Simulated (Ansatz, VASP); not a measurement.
# One calculation of YTl, two programs

The input INCAR:

```
  PREC = Accurate
  ENCUT = 520
  EDIFF = 1E-6
  ISMEAR = -1
  SIGMA = 0.08
  LREAL = False
  LASPH = True
  NELM = 60
  ALGO = Normal
  ISIF = 2
  LWAVE = False
  LCHARG = False
  NBANDS = 19
```

File KPOINTS:

```
Automatic mesh
0
Gamma
  11 11 11
```

Contents of POSCAR:

```
YTl
1.0
    3.7134900000      0.0000000000      0.0000000000
    0.0000000000      3.7134900000      0.0000000000
    0.0000000000      0.0000000000      3.7510000000
Y Tl
1 1
Direct
    0.5000000000      0.5000000000      0.5000000000
    0.0000000000      0.0000000000      0.0000000000
```

Input for Ansatz:

```yaml
crystal:
  lattice:
    - [3.71349, 0.0, 0.0]
    - [0.0, 3.71349, 0.0]
    - [0.0, 0.0, 3.751]
  atoms:
    - { symbol: "Y", position: [0.5, 0.5, 0.5] }
    - { symbol: Tl, position: [0.0, 0.0, 0.0] }
kpoints:
  mp_grid: { grid: [11, 11, 11] }
  band_path:
    path:
      - [0.0, 0.0, 0.0]
      - [0.0, 0.5, 0.0]
      - [0.5, 0.5, 0.0]
      - [0.0, 0.0, 0.0]
      - [0.0, 0.0, 0.5]
      - [0.0, 0.5, 0.5]
      - [0.5, 0.5, 0.5]
      - [0.0, 0.0, 0.5]
      - [0.0, 0.5, 0.0]
    npoints: 5
scf:
  occupations: { method: fermi_dirac, width: 0.08 }
hamiltonian:
  xc: lda
  pseudopotentials: { kind: all_electron, lapw: { basis_error: 0.00025 } }
output:
  forces: true
  stress: true
  eigenvalues: true
```

Change from the starting cell: equal xx and yy strain of -1 %.

Alike in both runs: task single point; functional LDA; k mesh 11 × 11 × 11; occupations fermi-dirac, width 0.08 eV; no spin polarisation.

|  | VASP | Ansatz |
| --- | --- | --- |
| version | VASP 6.6.1 | Ansatz 0.2.0 |
| potentials or method | VASP PAW LDA potentials, release 64 (Y_sv, Tl_d), cutoff 520 eV | all-electron LAPW, scalar-relativistic |

|  | VASP | Ansatz | Ansatz less VASP |
| --- | --- | --- | --- |
| pressure (GPa) | -1.7 | -1.8 | -0.07 |
| traceless stress, the component that is largest in VASP (GPa) | -0.10 | -0.09 | +0.002 |

LDA's correlation is that of Perdew and Zunger in VASP and of Perdew and Wang (1992) in Ansatz. Ansatz ran all-electron here, and VASP with PAW potentials.

Spin-orbit coupling is off throughout.
